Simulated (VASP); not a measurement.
Set up this calculation in VASP 6.6.1, as the native input.

| Property | Result |
| --- | --- |
| Task | electric field gradients |
| Functional | PBE |
| Potentials or basis | VASP PAW PBE potentials, release 64 (Ti_sv) |
| Cutoff | 520 eV |
| k mesh | 15 × 15 × 15 |
| Occupations | fermi-dirac, width 0.05 eV |
| Spin | no spin polarisation |
| Dipole correction | no |
| Further INCAR settings | ALGO = Normal; EDIFF = 1e-08; NBANDS = 12 |

The structure of Ti lies in POSCAR:

```
Ti
1.0
    0.0000000000      1.9885598007      1.9885598007
    1.9885598007      0.0000000000      1.9885598007
    1.9885598007      1.9885598007      0.0000000000
Ti
1
Direct
    0.0000000000      0.0000000000      0.0000000000
```

This cell differs from its parent crystal: volume scaled by 0.94.

One way to write it, as run:

INCAR

```
SYSTEM = Ti
ALGO     = Normal         ! electronic algorithm
EDIFF    = 1E-8           ! SCF threshold, eV
ENCUT    = 520            ! plane-wave cutoff, eV
GGA      = PE             ! functional
ISIF     = 2              ! what is computed and relaxed
ISMEAR   = -1             ! smearing method
LASPH    = .True.         ! aspherical terms in the spheres
LCHARG   = .False.        ! write CHGCAR
LEFG     = .True.       
LREAL    = .False.        ! projectors in reciprocal space
LWAVE    = .False.        ! write WAVECAR
NBANDS   = 12             ! bands
NELM     = 60             ! most SCF steps
PREC     = Accurate       ! precision mode
SIGMA    = 0.05           ! smearing width, eV
```

KPOINTS

```
k-points
0
Gamma
  15 15 15
  0 0 0
```

Potentials or basis: VASP PAW PBE potentials, release 64 (Ti_sv).

Command:

```console
$ cat potpaw_PBE.64/Ti_sv/POTCAR > POTCAR
$ mpirun -np 1 vasp_std > vasp.out
```

Results of the run:

```yaml
Pressure: 12.4 GPa
Band_gap_on_the_k_mesh: zero (band 6 reaches 10.25 eV, above the bottom of band 7 at 8.98 eV)
```

Caveat: without QUAD_EFG the Cq values of the log hold for a quadrupole moment of 1 mb, not for the nuclei.

It took 12 s on 1 thread of Intel(R) Xeon(R) Platinum 8488C (Sapphire Rapids), on a shared host, peak memory 0.15 GiB.
